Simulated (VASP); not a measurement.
# Ti (P6_3/mmc) in VASP: further runs

Aim: see how the results for Ti move with the level of theory and the settings. Levels: PBEsol, RPBE, revPBE. Tasks: single point.

All numbers are computed with VASP 6.6.1; they aren't measurements. Logs are shortened: lines on timing, memory, paths and dates and some standing lists are left out, and cuts for length are marked.

## 1. The cell of the first run

Symmetry: P6_3/mmc, No. 194, hexagonal system. The conventional cell has a = 2.950 Å, b = 2.950 Å, c = 4.680 Å, α = 90.00°, β = 90.00°, γ = 120.00°. Within 3.8 Å of Ti (site symmetry -6m2) lie 12 Ti at 2.89 to 2.95 Å.

## 2. Single point, PBEsol

INCAR

```
ALGO = Normal ; EDIFF = 1E-7
ENCUT = 520 ; GGA = PS
ISIF = 2 ; ISMEAR = -1
LASPH = True ; LCHARG = False
LREAL = False ; LWAVE = False
NBANDS = 19 ; NELM = 100
PREC = Accurate ; SIGMA = 0.05
```

KPOINTS

```
k-points
0
Gamma
  6 6 3
```

POSCAR

```
Ti
1.0
    2.9500000000      0.0000000000      0.0000000000
   -1.4750000000      2.5547749412      0.0000000000
    0.0000000000      0.0000000000      4.6800000000
Ti
2
Direct
    0.6666666667      0.3333333333      0.7500000000
    0.3333333333      0.6666666667      0.2500000000
```

Potentials or basis: VASP PAW PBE potentials, release 64 (Ti_sv).

Launch:

```console
cat potpaw_PBE.64/Ti_sv/POTCAR > POTCAR
mpirun -np 1 vasp_std > vasp.out
```

OUTCAR:

```text
EDIFF = 1E-7
   ENCUT = 520
   GGA = PS
   ISIF = 2
   ISMEAR = -1
   LASPH = True
   LREAL = False
   NELM = 100
   PREC = Accurate

 ion  position               nearest neighbor table
   1  0.667  0.333  0.750-   2 2.89   2 2.89   2 2.89   2 2.89   2 2.89   2 2.89
   2  0.333  0.667  0.250-   1 2.89   1 2.89   1 2.89   1 2.89   1 2.89   1 2.89

  LATTYP: Found a hexagonal cell.
 ALAT       =     2.9500000000
 C/A-ratio  =     1.5864406780

  Lattice vectors:

 A1 = (   2.9500000000,   0.0000000000,   0.0000000000)
 A2 = (  -1.4750000000,   2.5547749412,   0.0000000000)
 A3 = (   0.0000000000,   0.0000000000,   4.6800000000)

Analysis of symmetry for initial positions (statically):
=====================================================================
 Subroutine PRICEL returns:
 Original cell was already a primitive cell.

 Routine SETGRP: Setting up the symmetry group for a
 hexagonal supercell.

 Subroutine GETGRP returns: Found 24 space group operations
 (whereof 12 operations were pure point group operations)
 out of a pool of 24 trial point group operations.

The static configuration has the point symmetry D_3d.
 The point group associated with its full space group is D_6h.

Analysis of symmetry for dynamics (positions and initial velocities):
=====================================================================
 Subroutine PRICEL returns:
 Original cell was already a primitive cell.

 Routine SETGRP: Setting up the symmetry group for a
 hexagonal supercell.

 Subroutine GETGRP returns: Found 24 space group operations
 (whereof 12 operations were pure point group operations)
 out of a pool of 24 trial point group operations.

The dynamic configuration has the point symmetry D_3d.
 The point group associated with its full space group is D_6h.

 Subroutine INISYM returns: Found 24 space group operations
 (whereof 12 operations are pure point group operations),
 and found     1 'primitive' translations

----------------------------------------------------------------------------------------

                                     Primitive cell

  volume of cell :      35.2712

  direct lattice vectors                    reciprocal lattice vectors
     2.950000000  0.000000000  0.000000000     0.338983051  0.195711956  0.000000000
    -1.475000000  2.554774941  0.000000000     0.000000000  0.391423911  0.000000000
     0.000000000  0.000000000  4.680000000     0.000000000  0.000000000  0.213675214

  length of vectors
     2.950000000  2.950000000  4.680000000     0.391423911  0.391423911  0.213675214

  position of ions in fractional coordinates (direct lattice)
     0.666666667  0.333333333  0.750000000
     0.333333333  0.666666667  0.250000000

  ion indices of the primitive-cell ions
   primitive index   ion index
                 1           1
                 2           2

----------------------------------------------------------------------------------------

 KPOINTS: k-points

Automatic generation of k-mesh.
 Grid dimensions read from file:
 generate k-points for:    6    6    3

 Generating k-lattice:

  Cartesian coordinates                     Fractional coordinates (reciprocal lattice)
     0.056497175  0.032618659  0.000000000     0.166666667 -0.000000000  0.000000000
     0.000000000  0.065237319  0.000000000     0.000000000  0.166666667  0.000000000
     0.000000000  0.000000000  0.071225071     0.000000000  0.000000000  0.333333333

  Length of vectors
     0.065237319  0.065237319  0.071225071

  Shift w.r.t. Gamma in fractional coordinates (k-lattice)
     0.000000000  0.000000000  0.000000000

 Subroutine IBZKPT returns following result:
 ===========================================

 Found     14 irreducible k-points:

 Following reciprocal coordinates:
            Coordinates               Weight
  0.000000  0.000000  0.000000      1.000000
  0.166667  0.000000  0.000000      6.000000
  0.333333 -0.000000  0.000000      6.000000
  0.500000  0.000000  0.000000      3.000000
  0.166667  0.166667  0.000000      6.000000
  0.333333  0.166667  0.000000     12.000000
  0.333333  0.333333  0.000000      2.000000
  0.000000  0.000000  0.333333      2.000000
  0.166667  0.000000  0.333333     12.000000
  0.333333 -0.000000  0.333333     12.000000
  0.500000  0.000000  0.333333      6.000000
  0.166667  0.166667  0.333333     12.000000
  0.333333  0.166667  0.333333     24.000000
  0.333333  0.333333  0.333333      4.000000
   k-points           NKPTS =     14   k-points in BZ     NKDIM =     14   number of bands    NBANDS=     19
   number of dos      NEDOS =    301   number of ions     NIONS =      2
   total plane-waves  NPLWV =  20736
   dimension x,y,z NGX =    24 NGY =   24 NGZ =   36
   dimension x,y,z NGXF=    48 NGYF=   48 NGZF=   72
   ions per type =               2
   NGX,Y,Z   is equivalent  to a cutoff of  13.53, 13.53, 12.79 a.u.
   NGXF,Y,Z  is equivalent  to a cutoff of  27.05, 27.05, 25.58 a.u.
 SYSTEM =  unknown system
   PREC   = accura    normal or accurate (medium, high low for compatibility)
   ISTART =      0    job   : 0-new  1-cont  2-samecut
   ICHARG =      2    charge: 1-file 2-atom 10-const
   ISPIN  =      1    spin polarized calculation?
   LNONCOLLINEAR =      F non collinear calculations
   LSORBIT =      F    spin-orbit coupling
   LASPH  =      T    aspherical Exc in radial PAW
   ENCUT  =  520.0 eV  38.22 Ry    6.18 a.u.   5.49  5.49  8.70*2*pi/ulx,y,z
   NELM   =    100;   NELMIN=  2; NELMDL= -5     # of ELM steps
   EDIFF  = 0.1E-06   stopping-criterion for ELM
   LREAL  =      F    real-space projection
   EDIFFG = 0.1E-05   stopping-criterion for IOM
   NSW    =      0    number of steps for IOM
   IBRION =     -1    ionic relax: 0-MD 1-quasi-New 2-CG
   NFREE  =      0    steps in history (QN), initial steepest desc. (CG)
   ISIF   =      2    stress and relaxation
   ISYM   =      2    0-nonsym 1-usesym 2-fastsym
   POTIM  = 0.5000    time-step for ionic-motion
   TEBEG  =    0.0;   TEEND  =   0.0 temperature during run
   PSTRESS=    0.0 pullay stress
   NELECT =      24.0000    total number of electrons
   NUPDOWN=      -1.0000    fix difference up-down
   EMIN   =  10.00;   EMAX   =-10.00  energy-range for DOS
   EFERMI =   0.00;   METHOD = LEGACY
   ISMEAR =    -1;   SIGMA  =   0.05  broadening in eV -4-tet -1-fermi 0-gaus
   EFERMI_NEDOS =   21; number of points for ismear=-14 and -15
   IALGO  =     38    algorithm
   IMIX   =      4    mixing-type and parameters
     AMIX     =   0.40;   BMIX     =  1.00
     AMIX_MAG =   1.60;   BMIX_MAG =  1.00
  volume/ion in A,a.u.               =      17.64       119.01
  Fermi-wavevector in a.u.,A,eV,Ry     =   1.439920  2.721055 28.209912  2.073370
  Thomas-Fermi vector in A             =   2.558722
   LORBIT       =      0    0 simple, 1 ext, 2 COOP (PROOUT), +10 PAW based schemes
   GGA     = PS    functional components
   LHFCALC =     F    Hartree Fock is set to
   AEXX    =    0.0000 exact exchange contribution
   IVDW    =     0    specifies the selected vdW correction
   LEPSILON=     F    determine dielectric tensor
   LRPA    =     F    only Hartree local field effects (RPA)
 non-spin polarized calculation
  energy-cutoff  :      520.00
  volume of cell :       35.27
 maximum number of plane-waves:       965
 NGX is ok and might be reduce to    24
   NGX = 11   NGY = 11   NGZ = 17

 number of electron      24.0000002 magnetization

 Free energy of the ion-electron system (eV)
  ---------------------------------------------------
  ext. energy  EPLUGINS =         0.00000000
  ---------------------------------------------------
  free energy    TOTEN  =       -16.62713834 eV

  energy without entropy =      -16.59809407  energy(sigma->0) =      -16.61261621

 E-fermi :   8.0802     XC(G=0): -11.5641

 val. band max:        8.0355187693   @ k =   0.0000   0.0000   0.3333
 cond. band min:       8.1163126505   @ k =   0.3333   0.1667   0.3333
 fundamental gap:      0.0807938812
 Fermi energy:         8.0802014726

 k-point     1 :       0.0000    0.0000    0.0000
  band No.  band energies     occupation
      1     -48.6180      2.00000
      2     -48.4876      2.00000
      3     -25.2923      2.00000
      4     -24.6689      2.00000
      5     -24.6689      2.00000
      6     -24.6112      2.00000
[... 11 lines left out ...]
     18       9.6372      0.00000
     19      11.1381      0.00000

 k-point     2 :       0.1667    0.0000    0.0000
  band No.  band energies     occupation
      1     -48.5932      2.00000
      2     -48.4783      2.00000
      3     -25.2358      2.00000
      4     -24.7817      2.00000
      5     -24.7055      2.00000
      6     -24.6874      2.00000
[... 11 lines left out ...]
     18       9.7540      0.00000
     19      11.3093      0.00000

 k-point     3 :       0.3333   -0.0000    0.0000
  band No.  band energies     occupation
      1     -48.5388      2.00000
      2     -48.4639      2.00000
      3     -25.0989      2.00000
      4     -25.0110      2.00000
      5     -24.9050      2.00000
      6     -24.7740      2.00000
[... 11 lines left out ...]
     18      10.8281      0.00000
     19      11.4920      0.00000

 k-point     4 :       0.5000    0.0000    0.0000
  band No.  band energies     occupation
      1     -48.5053      2.00000
      2     -48.4629      2.00000
      3     -25.1263      2.00000
      4     -25.0085      2.00000
      5     -24.9977      2.00000
      6     -24.8067      2.00000
[... 187 lines left out ...]
     18      10.7750      0.00000
     19      11.2493      0.00000

 k-point    13 :       0.3333    0.1667    0.3333
  band No.  band energies     occupation
      1     -48.4949      2.00000
      2     -48.4734      2.00000
      3     -25.1485      2.00000
      4     -25.0911      2.00000
      5     -24.8782      2.00000
      6     -24.8042      2.00000
[... 11 lines left out ...]
     18      11.5627      0.00000
     19      12.3196      0.00000

 k-point    14 :       0.3333    0.3333    0.3333
  band No.  band energies     occupation
      1     -48.4754      2.00000
      2     -48.4754      2.00000
      3     -25.0831      2.00000
      4     -25.0831      2.00000
      5     -24.9856      2.00000
      6     -24.8759      2.00000
[... 11 lines left out ...]
     18      11.1355      0.00000
     19      14.5580      0.00000

------------------------ aborting loop because EDIFF is reached ----------------------------------------

  FORCE on cell =-STRESS in cart. coord.  units (eV):
  Direction    XX          YY          ZZ          XY          YZ          ZX
  --------------------------------------------------------------------------------------
  -------------------------------------------------------------------------------------
  Total       -1.1843817     -1.1843817     -1.2344770      0.0000000      0.0000000      0.0000000
  in kB      -53.7999375    -53.7999375    -56.0754892      0.0000000      0.0000000      0.0000000
  external PRESSURE =     -54.5584547 kB  Pullay stress =       0.0000000 kB

 VOLUME and BASIS-vectors are now :
 -----------------------------------------------------------------------------
  energy-cutoff  :      520.00
  volume of cell :       35.27
      direct lattice vectors                 reciprocal lattice vectors
     2.950000000  0.000000000  0.000000000     0.338983051  0.195711956  0.000000000
    -1.475000000  2.554774941  0.000000000     0.000000000  0.391423911  0.000000000
     0.000000000  0.000000000  4.680000000     0.000000000  0.000000000  0.213675214

 POSITION                                       TOTAL-FORCE (eV/Angst)
 -----------------------------------------------------------------------------------
      1.47500      0.85159      3.51000         0.000000     -0.000000      0.000000
     -0.00000      1.70318      1.17000        -0.000000      0.000000      0.000000
 -----------------------------------------------------------------------------------
    total drift:                               -0.000000      0.000000     -0.000000

  FREE ENERGIE OF THE ION-ELECTRON SYSTEM (eV)
  ---------------------------------------------------
  free  energy   TOTEN  =       -16.6271383425 eV

  energy  without entropy=      -16.5980940684  energy(sigma->0) =      -16.61261621
```

Wall time 5.8 s (1 thread of Intel Xeon 6975P-C, shared host); peak memory 0.15 GiB.

What came out:

```
Free energy            : -16.6271 eV
Pressure               : -5.5 GPa
Band gap on the k mesh : zero (band 12 reaches 8.81 eV, above the bottom of band 13 at 7.95 eV)
```

Stress tensor (GPa, compression positive):
```
-5.38  0.00  0.00
 0.00 -5.38  0.00
 0.00  0.00 -5.61
```

Levels at points of the mesh, in eV from the Fermi level:
| k point | band 9 | band 10 | band 11 | band 12 | band 13 | band 14 | band 15 | band 16 |
| --- | --- | --- | --- | --- | --- | --- | --- | --- |
| (0.00, 0.00, 0.00) | -6.21 | -2.70 | 0.70 | 0.73 | 0.73 | 0.83 | 1.21 | 1.21 |
| (0.50, 0.00, 0.00) | -2.36 | -2.15 | -1.85 | -0.66 | 0.44 | 0.57 | 1.11 | 3.25 |

Caveat: the k points lie up to 0.45 Å⁻¹ apart; the PAW data sets were made with another functional, which shifts forces and pressure a little.

## 3. Single point, RPBE

INCAR

```
SYSTEM = Ti
  PREC = Accurate
  ENCUT = 520
  EDIFF = 1E-7
  ISMEAR = -1
  SIGMA = 0.05
  LREAL = .FALSE.
  LASPH = .TRUE.
  NELM = 80
  ALGO = Normal
  ISIF = 2
  LWAVE = .FALSE.
  LCHARG = .FALSE.
  GGA = RP
  NBANDS = 19
```

KPOINTS

```
Automatic mesh
0
G
  6 6 3
  0 0 0
```

POSCAR is that of step 2.

Potentials or basis: VASP PAW PBE potentials, release 64 (Ti_sv).

Launch:

```console
cat potpaw_PBE.64/Ti_sv/POTCAR > POTCAR
mpirun -np 1 vasp_std > vasp.out
```

It took 5.9 s on 1 thread of Intel Xeon 6975P-C, shared host; peak memory 0.15 GiB.

Results (log left out):

| Quantity | Value |
| --- | --- |
| Free energy | -14.8619 eV |
| Pressure | 1.8 GPa |
| Band gap on the k mesh | zero (band 12 reaches 9.06 eV, above the bottom of band 13 at 8.18 eV) |

Levels at points of the mesh, in eV from the Fermi level:
| k point | band 10 | band 11 | band 12 | band 13 | band 14 | band 15 |
| --- | --- | --- | --- | --- | --- | --- |
| (0.00, 0.00, 0.00) | -2.70 | 0.64 | 0.73 | 0.73 | 0.82 | 1.21 |
| (0.50, 0.00, 0.00) | -2.16 | -1.85 | -0.70 | 0.45 | 0.57 | 1.11 |

Caveat: the k points lie up to 0.45 Å⁻¹ apart; the PAW data sets were made with another functional, which shifts forces and pressure a little.

## 4. Single point, revPBE

INCAR

```
ALGO = Normal ; EDIFF = 1E-6
ENCUT = 520 ; GGA = RE
ISIF = 2 ; ISMEAR = -1
LASPH = True ; LCHARG = False
LREAL = False ; LWAVE = False
NBANDS = 19 ; NELM = 100
PREC = Accurate ; SIGMA = 0.05
```

KPOINTS

```
k-points
0
Gamma
  6 6 3
```

POSCAR is that of step 3.

Launch:

```console
cat potpaw_PBE.64/Ti_sv/POTCAR > POTCAR
mpirun -np 1 vasp_std > vasp.out
```

Wall time 5.5 s (1 thread of Intel Xeon 6975P-C, shared host); peak memory 0.15 GiB.

The run converged. Its results:

```yaml
Free_energy: -15.0240 eV
Pressure: 1.0 GPa
Band_gap_on_the_k_mesh: zero (band 12 reaches 9.03 eV, above the bottom of band 13 at 8.15 eV)
```

Stress tensor (GPa, compression positive):
```
1.03 0.00 0.00
0.00 1.03 0.00
0.00 0.00 0.95
```

Levels at points of the mesh, in eV from the Fermi level:
```
           k point  band 9  band 10  band 11  band 12  band 13  band 14  band 15  band 16
(0.00, 0.00, 0.00)   -6.23    -2.70     0.65     0.73     0.73     0.82     1.21     1.21
(0.50, 0.00, 0.00)   -2.37    -2.16    -1.85    -0.70     0.45     0.57     1.11     3.23
```

Caveat: the k points lie up to 0.45 Å⁻¹ apart; the PAW data sets were made with another functional, which shifts forces and pressure a little.

## 5. The runs side by side

```tsv
level	gap on the mesh (eV)	pressure (GPa)
PBEsol	none	-5.5
RPBE	none	1.8
revPBE	none	1.0
```

Alike in all rows: task single point; potentials or basis VASP PAW PBE potentials, release 64 (Ti_sv); no spin polarisation; cell as given; k mesh 6 × 6 × 3; cutoff (eV) 520; smearing fermi-dirac 0.05 eV.

Caveats: all runs use coarse meshes; the PAW data sets were made with another functional, which shifts forces and pressure a little.

Total energies depend on the potentials used, so only differences within one code and one set of settings carry meaning.
